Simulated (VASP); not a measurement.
MnSe, 2 atoms in the cell. It takes space group Fm-3m (No. 225, cubic). The conventional cell has a = 5.440 Å, b = 5.440 Å, c = 5.440 Å, α = 90.00°, β = 90.00°, γ = 90.00°. Mn (site symmetry m-3m) has 6 Se at 2.72 Å within 3.6 Å. Se (site symmetry m-3m) has 6 Mn at 2.72 Å within 3.6 Å. 

| Property | Result |
| --- | --- |
| Program | VASP 6.6.1 |
| Task | relaxation of cell and atoms |
| Functional | r2SCAN |
| Potentials or basis | VASP PAW PBE potentials, release 64 (Mn_pv, Se) |
| Cutoff | 600 eV |
| k mesh | 8 × 8 × 8 |
| Occupations | fermi-dirac, width 0.05 eV |
| Spin | collinear spin, ferromagnetic start |
| Starting moments | [4.0, 0.0] μB |
| Hubbard terms | Mn d U = 6.0 eV |
| Dipole correction | no |
| Further INCAR settings | ALGO = Normal; EDIFF = 1e-07; IBRION = 2; EDIFFG = -0.03; NSW = 80; ISIF = 3 |

Potentials or basis: VASP PAW PBE potentials, release 64 (Mn_pv, Se).

Command:

```sh
$ cat potpaw_PBE.64/Mn_pv/POTCAR potpaw_PBE.64/Se/POTCAR > POTCAR
$ cp INCAR.step1 INCAR
$ mpirun -np 1 vasp_std > vasp.out
$ cp INCAR.step2 INCAR
$ mpirun -np 1 vasp_std > vasp.out
```

Hardware: 1 thread of Intel Xeon 6975P-C (shared host).

Problem. How long does it take, and how much memory?

Solution. Run time: 5.4 min on 1 thread of Intel Xeon 6975P-C, on a shared host, peak memory 0.25 GiB. Counts: k points 29, ion steps 3.
